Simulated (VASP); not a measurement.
# SiC (I-4m2) in VASP: notebook

The runs below take SiC through single point, with PBEsol.

Program: VASP 6.6.1. These are calculated values, not measurements. Logs are shortened: lines on timing, memory, paths and dates and some standing lists are left out, and cuts for length are marked.

### Step 1. The cell of the first run

It takes space group I-4m2 (No. 119, tetragonal). Conventional cell: a = 3.050 Å, b = 3.050 Å, c = 4.383 Å, α = 90.00°, β = 90.00°, γ = 90.00°. Within 2.5 Å of Si (site symmetry -4m2) lie 4 C at 1.88 Å. C (site symmetry -4m2) has 4 Si at 1.88 Å within 2.5 Å.

### Step 2. Single point, PBEsol (in-plane strain -0.01)

The input, INCAR:

```
PREC     = Accurate       # precision mode
ENCUT    = 520            # plane-wave cutoff, eV
EDIFF    = 1E-6           # SCF threshold, eV
ISMEAR   = 0              # smearing method
SIGMA    = 0.01           # smearing width, eV
LREAL    = False          # projectors in reciprocal space
LASPH    = True           # aspherical terms in the spheres
NELM     = 80             # most SCF steps
ALGO     = Normal         # electronic algorithm
ISIF     = 2              # what is computed and relaxed
LWAVE    = False          # write WAVECAR
LCHARG   = False          # write CHGCAR
GGA      = PS             # functional
NBANDS   = 11             # bands
```

The input, KPOINTS:

```
Automatic mesh
0
Gamma
  10 10 10
```

The input, POSCAR:

```
SiC
1.0
    2.1566305093      2.1566305093      0.0000000000
   -2.1566305093      2.1566305093      0.0000000000
    0.0000000000      2.1566305093      2.1914851438
Si C
1 1
Direct
    0.0000000000      0.0000000000      0.0000000000
    0.7500000000      0.2500000000      0.5000000000
```

Potentials or basis: VASP PAW PBE potentials, release 64 (Si, C).

Run with:

```sh
cat potpaw_PBE.64/Si/POTCAR potpaw_PBE.64/C/POTCAR > POTCAR
mpirun -np 1 vasp_std > vasp.out
```

OUTCAR:

```text
PREC = Accurate
   ENCUT = 520
   EDIFF = 1E-6
   ISMEAR = 0
   LREAL = False
   LASPH = True
   NELM = 80
   ISIF = 2
   GGA = PS

 ion  position               nearest neighbor table
   1  0.000  0.000  0.000-   2 1.88   2 1.88   2 1.88   2 1.88
   2  0.750  0.250  0.500-   1 1.88   1 1.88   1 1.88   1 1.88

  LATTYP: Found a body centered tetragonal cell.
 ALAT       =     3.0499361153
 C/A-ratio  =     1.4370695391

  Lattice vectors:

 A1 = (   2.1566305093,   0.0000000000,  -2.1914851438)
 A2 = (  -2.1566305093,   0.0000000000,  -2.1914851438)
 A3 = (   0.0000000000,   2.1566305093,   2.1914851438)

Analysis of symmetry for initial positions (statically):
=====================================================================
 Subroutine PRICEL returns:
 Original cell was already a primitive cell.

 Routine SETGRP: Setting up the symmetry group for a
 body centered tetragonal supercell.

 Subroutine GETGRP returns: Found  8 space group operations
 (whereof  8 operations were pure point group operations)
 out of a pool of 16 trial point group operations.

The static configuration has the point symmetry D_2d.

Analysis of symmetry for dynamics (positions and initial velocities):
=====================================================================
 Subroutine PRICEL returns:
 Original cell was already a primitive cell.

 Routine SETGRP: Setting up the symmetry group for a
 body centered tetragonal supercell.

 Subroutine GETGRP returns: Found  8 space group operations
 (whereof  8 operations were pure point group operations)
 out of a pool of 16 trial point group operations.

The dynamic configuration has the point symmetry D_2d.

 Subroutine INISYM returns: Found  8 space group operations
 (whereof  8 operations are pure point group operations),
 and found     1 'primitive' translations

----------------------------------------------------------------------------------------

                                     Primitive cell

  volume of cell :      20.3854

  direct lattice vectors                    reciprocal lattice vectors
     2.156630509  2.156630509  0.000000000     0.231843145  0.231843145 -0.228155779
    -2.156630509  2.156630509  0.000000000    -0.231843145  0.231843145 -0.228155779
     0.000000000  2.156630509  2.191485144     0.000000000  0.000000000  0.456311558

  length of vectors
     3.049936115  3.049936115  3.074680843     0.399446551  0.399446551  0.456311558

  position of ions in fractional coordinates (direct lattice)
     0.000000000  0.000000000  0.000000000
     0.750000000  0.250000000  0.500000000

  ion indices of the primitive-cell ions
   primitive index   ion index
                 1           1
                 2           2

----------------------------------------------------------------------------------------

 KPOINTS: Automatic mesh

Automatic generation of k-mesh.
 Grid dimensions read from file:
 generate k-points for:   10   10   10

 Generating k-lattice:

  Cartesian coordinates                     Fractional coordinates (reciprocal lattice)
     0.023184315  0.023184315 -0.022815578     0.100000000  0.000000000  0.000000000
    -0.023184315  0.023184315 -0.022815578     0.000000000  0.100000000  0.000000000
     0.000000000  0.000000000  0.045631156     0.000000000  0.000000000  0.100000000

  Length of vectors
     0.039944655  0.039944655  0.045631156

  Shift w.r.t. Gamma in fractional coordinates (k-lattice)
     0.000000000  0.000000000  0.000000000

 Subroutine IBZKPT returns following result:
 ===========================================

 Found    102 irreducible k-points:

 Following reciprocal coordinates:
            Coordinates               Weight
  0.000000  0.000000  0.000000      1.000000
  0.100000  0.000000 -0.000000      8.000000
  0.200000  0.000000 -0.000000      8.000000
  0.300000  0.000000  0.000000      8.000000
  0.400000  0.000000  0.000000      8.000000
  0.500000  0.000000  0.000000      4.000000
[... 16 lines left out ...]
  0.300000  0.300000  0.000000      8.000000
  0.400000  0.300000  0.000000     16.000000
 [... further k-points ...]
   k-points           NKPTS =    102   k-points in BZ     NKDIM =    102   number of bands    NBANDS=     11
   number of dos      NEDOS =    301   number of ions     NIONS =      2
   total plane-waves  NPLWV =  13824
   dimension x,y,z NGX =    24 NGY =   24 NGZ =   24
   dimension x,y,z NGXF=    48 NGYF=   48 NGZF=   48
   ions per type =               1   1
   NGX,Y,Z   is equivalent  to a cutoff of  13.08, 13.08, 12.98 a.u.
   NGXF,Y,Z  is equivalent  to a cutoff of  26.16, 26.16, 25.95 a.u.
 SYSTEM =  unknown system
   PREC   = accura    normal or accurate (medium, high low for compatibility)
   ISTART =      0    job   : 0-new  1-cont  2-samecut
   ICHARG =      2    charge: 1-file 2-atom 10-const
   ISPIN  =      1    spin polarized calculation?
   LNONCOLLINEAR =      F non collinear calculations
   LSORBIT =      F    spin-orbit coupling
   LASPH  =      T    aspherical Exc in radial PAW
   ENCUT  =  520.0 eV  38.22 Ry    6.18 a.u.   5.67  5.67  5.72*2*pi/ulx,y,z
   NELM   =     80;   NELMIN=  2; NELMDL= -5     # of ELM steps
   EDIFF  = 0.1E-05   stopping-criterion for ELM
   LREAL  =      F    real-space projection
   EDIFFG = 0.1E-04   stopping-criterion for IOM
   NSW    =      0    number of steps for IOM
   IBRION =     -1    ionic relax: 0-MD 1-quasi-New 2-CG
   NFREE  =      0    steps in history (QN), initial steepest desc. (CG)
   ISIF   =      2    stress and relaxation
   ISYM   =      2    0-nonsym 1-usesym 2-fastsym
   POTIM  = 0.5000    time-step for ionic-motion
   TEBEG  =    0.0;   TEEND  =   0.0 temperature during run
   PSTRESS=    0.0 pullay stress
   NELECT =       8.0000    total number of electrons
   NUPDOWN=      -1.0000    fix difference up-down
   EMIN   =  10.00;   EMAX   =-10.00  energy-range for DOS
   EFERMI =   0.00;   METHOD = LEGACY
   ISMEAR =     0;   SIGMA  =   0.01  broadening in eV -4-tet -1-fermi 0-gaus
   EFERMI_NEDOS =   21; number of points for ismear=-14 and -15
   IALGO  =     38    algorithm
   IMIX   =      4    mixing-type and parameters
     AMIX     =   0.40;   BMIX     =  1.00
     AMIX_MAG =   1.60;   BMIX_MAG =  1.00
  volume/ion in A,a.u.               =      10.19        68.78
  Fermi-wavevector in a.u.,A,eV,Ry     =   1.198574  2.264976 19.545850  1.436579
  Thomas-Fermi vector in A             =   2.334459
   LORBIT       =      0    0 simple, 1 ext, 2 COOP (PROOUT), +10 PAW based schemes
   GGA     = PS    functional components
   LHFCALC =     F    Hartree Fock is set to
   AEXX    =    0.0000 exact exchange contribution
   IVDW    =     0    specifies the selected vdW correction
   LEPSILON=     F    determine dielectric tensor
   LRPA    =     F    only Hartree local field effects (RPA)
 non-spin polarized calculation
 Gauss-broadening in eV      SIGMA  =   0.01
  energy-cutoff  :      520.00
  volume of cell :       20.39
 maximum number of plane-waves:       562
   NGX = 11   NGY = 11   NGZ = 11

 number of electron       8.0000000 magnetization

 Free energy of the ion-electron system (eV)
  ---------------------------------------------------
  ext. energy  EPLUGINS =         0.00000000
  ---------------------------------------------------
  free energy    TOTEN  =       -15.90853949 eV

  energy without entropy =      -15.90853949  energy(sigma->0) =      -15.90853949

 E-fermi :   8.3772     XC(G=0): -11.5696

 val. band max:        8.2634228801   @ k =   0.0000   0.0000   0.0000
 cond. band min:       9.3979669673   @ k =   0.5000   0.5000   0.0000
 fundamental gap:      1.1345440871
 Fermi energy:         8.3771577661

 k-point     1 :       0.0000    0.0000    0.0000
  band No.  band energies     occupation
      1      -7.3167      2.00000
      2       8.1516      2.00000
      3       8.2634      2.00000
      4       8.2634      2.00000
      5      14.5847      0.00000
      6      15.5593      0.00000
      7      15.5593      0.00000
      8      15.5983      0.00000
      9      22.5095      0.00000
     10      23.0185      0.00000
     11      24.7204      0.00000

 k-point     2 :       0.1000    0.0000   -0.0000
  band No.  band energies     occupation
      1      -7.1182      2.00000
      2       7.2067      2.00000
      3       8.0483      2.00000
      4       8.1358      2.00000
      5      14.8117      0.00000
      6      15.7904      0.00000
      7      15.8126      0.00000
      8      15.9078      0.00000
      9      21.5696      0.00000
     10      21.9799      0.00000
     11      24.4366      0.00000

 k-point     3 :       0.2000    0.0000   -0.0000
  band No.  band energies     occupation
      1      -6.5310      2.00000
      2       5.0643      2.00000
      3       7.7190      2.00000
      4       7.8435      2.00000
      5      14.4895      0.00000
      6      16.1307      0.00000
      7      16.2091      0.00000
      8      17.0883      0.00000
      9      20.9967      0.00000
     10      21.2055      0.00000
     11      23.5561      0.00000

 k-point     4 :       0.3000    0.0000    0.0000
  band No.  band energies     occupation
      1      -5.5892      2.00000
      2       2.7183      2.00000
      3       7.3816      2.00000
      4       7.5439      2.00000
      5      14.0731      0.00000
      6      15.9147      0.00000
      7      16.1014      0.00000
      8      18.0107      0.00000
      9      21.9442      0.00000
     10      21.9534      0.00000
     11      23.3317      0.00000
[... 239 lines left out ...]
 k-point    22 :      -0.2000    0.2000    0.0000
  band No.  band energies     occupation
      1      -6.2576      2.00000
      2       5.8833      2.00000
      3       6.6844      2.00000
      4       6.7503      2.00000
      5      13.1568      0.00000
      6      15.2953      0.00000
      7      17.7737      0.00000
      8      18.0875      0.00000
      9      19.2220      0.00000
     10      23.8194      0.00000
     11      27.3019      0.00000

 k-point    23 :       0.3000    0.3000    0.0000
  band No.  band energies     occupation
      1      -3.1666      2.00000
      2       1.4541      2.00000
      3       2.9065      2.00000
      4       6.3554      2.00000
      5      12.5449      0.00000
      6      17.5559      0.00000
      7      18.2713      0.00000
      8      19.2110      0.00000
      9      21.7006      0.00000
     10      22.0159      0.00000
     11      29.3834      0.00000

 k-point    24 :       0.4000    0.3000    0.0000
  band No.  band energies     occupation
      1      -2.4835      2.00000
      2       0.8153      2.00000
      3       2.9275      2.00000
      4       5.8227      2.00000
      5      11.6919      0.00000
      6      16.8523      0.00000
      7      19.0821      0.00000
      8      19.8189      0.00000
      9      21.5287      0.00000
     10      23.7645      0.00000
     11      29.8176      0.00000

 [... further k-points ...]

------------------------ aborting loop because EDIFF is reached ----------------------------------------

  FORCE on cell =-STRESS in cart. coord.  units (eV):
  Direction    XX          YY          ZZ          XY          YZ          ZX
  --------------------------------------------------------------------------------------
  -------------------------------------------------------------------------------------
  Total        0.6309490      0.6309490      0.0973268      0.0000000     -0.0000000     -0.0000000
  in kB       49.5889415     49.5889415      7.6493199      0.0000000     -0.0000000     -0.0000000
  external PRESSURE =      35.6090676 kB  Pullay stress =       0.0000000 kB

 VOLUME and BASIS-vectors are now :
 -----------------------------------------------------------------------------
  energy-cutoff  :      520.00
  volume of cell :       20.39
      direct lattice vectors                 reciprocal lattice vectors
     2.156630509  2.156630509  0.000000000     0.231843145  0.231843145 -0.228155779
    -2.156630509  2.156630509  0.000000000    -0.231843145  0.231843145 -0.228155779
     0.000000000  2.156630509  2.191485144     0.000000000  0.000000000  0.456311558

 POSITION                                       TOTAL-FORCE (eV/Angst)
 -----------------------------------------------------------------------------------
      0.00000      0.00000      0.00000        -0.000000     -0.000000      0.000000
      1.07832      3.23495      1.09574         0.000000      0.000000      0.000000
 -----------------------------------------------------------------------------------
    total drift:                                0.000000      0.000000     -0.000000

  FREE ENERGIE OF THE ION-ELECTRON SYSTEM (eV)
  ---------------------------------------------------
  free  energy   TOTEN  =       -15.9085394869 eV

  energy  without entropy=      -15.9085394869  energy(sigma->0) =      -15.90853949
```

It took 24 s on 1 thread of Intel Xeon 8259CL, shared host; peak memory 0.15 GiB.

Results:

```yaml
Free_energy: -15.9085 eV
Pressure: 3.6 GPa
Band_gap_on_the_k_mesh: 1.13 eV, indirect (least direct gap 4.44 eV)
```

Levels at points of the mesh, in eV from the valence-band top:
```tsv
k point	band 1	band 2	band 3	band 4	band 5	band 6	band 7	band 8
(0.00, 0.00, 0.00)	-15.58	-0.11	0.00	0.00	6.32	7.30	7.30	7.33
(0.50, 0.00, 0.00)	-11.92	-8.72	-1.20	-1.00	5.44	7.07	7.29	9.96
(0.50, 0.50, 0.00)	-10.40	-7.85	-3.35	-3.32	1.13	4.12	13.80	14.32
(0.00, 0.00, 0.50)	-10.53	-8.05	-3.16	-3.16	1.28	4.40	14.14	14.14
```

Caveat: the cell differs from its parent crystal (in-plane strain -0.01); the PAW data sets were made with another functional, which shifts forces and pressure a little.

### Step 3. Single point, PBEsol (in-plane strain -0.005, then relaxed in part)

The input, INCAR:

```
SYSTEM = SiC
PREC = Accurate
ENCUT = 520
EDIFF = 1E-6
ISMEAR = 0
SIGMA = 0.01
LREAL = .False.
LASPH = .True.
NELM = 60
ALGO = Normal
ISIF = 2
LWAVE = .False.
LCHARG = .True.
GGA = PS
LELF = .True.
LVHAR = .True.
NBANDS = 11
```

The input, KPOINTS:

```
regular mesh
0
Gamma
  10 10 10
  0 0 0
```

The input, POSCAR:

```
SiC
1.0
    2.1675225826      2.1675225826      0.0000000000
   -2.1675225826      2.1675225826      0.0000000000
    0.0000000000      2.1675225826      2.1860353496
Si C
1 1
Direct
    0.0000000000      0.0000000000      0.0000000000
    0.7500000000      0.2500000000      0.5000000000
```

Potentials or basis: VASP PAW PBE potentials, release 64 (Si, C).

Run with:

```sh
cat potpaw_PBE.64/Si/POTCAR potpaw_PBE.64/C/POTCAR > POTCAR
mpirun -np 1 vasp_std > vasp.out
```

Run time: 23 s. Hardware: 1 thread of Intel Xeon 8259CL, shared host; peak memory 0.14 GiB.

Results (log left out):

```yaml
Free_energy: -15.9132 eV
Pressure: 1.8 GPa
Band_gap_on_the_k_mesh: 1.18 eV, indirect (least direct gap 4.44 eV)
```

Stress tensor (GPa, compression positive):
```
2.55 0.00 0.00
0.00 2.55 0.00
0.00 0.00 0.36
```

Levels at points of the mesh, in eV from the valence-band top:
```csv
k point,band 1,band 2,band 3,band 4,band 5,band 6,band 7,band 8,band 9
"(0.00, 0.00, 0.00)",-15.50,-0.06,0.00,0.00,6.25,7.27,7.27,7.29,14.35
"(0.50, 0.00, 0.00)",-11.87,-8.66,-1.13,-1.03,5.41,7.09,7.21,9.94,16.07
"(0.50, 0.50, 0.00)",-10.38,-7.84,-3.28,-3.27,1.18,4.16,13.87,14.14,14.80
"(0.00, 0.00, 0.50)",-10.44,-7.95,-3.18,-3.18,1.26,4.30,14.04,14.04,14.67
```

Caveat: the cell differs from its parent crystal (in-plane strain -0.005, then relaxed in part); the PAW data sets were made with another functional, which shifts forces and pressure a little.

[end of part 1 of 2]
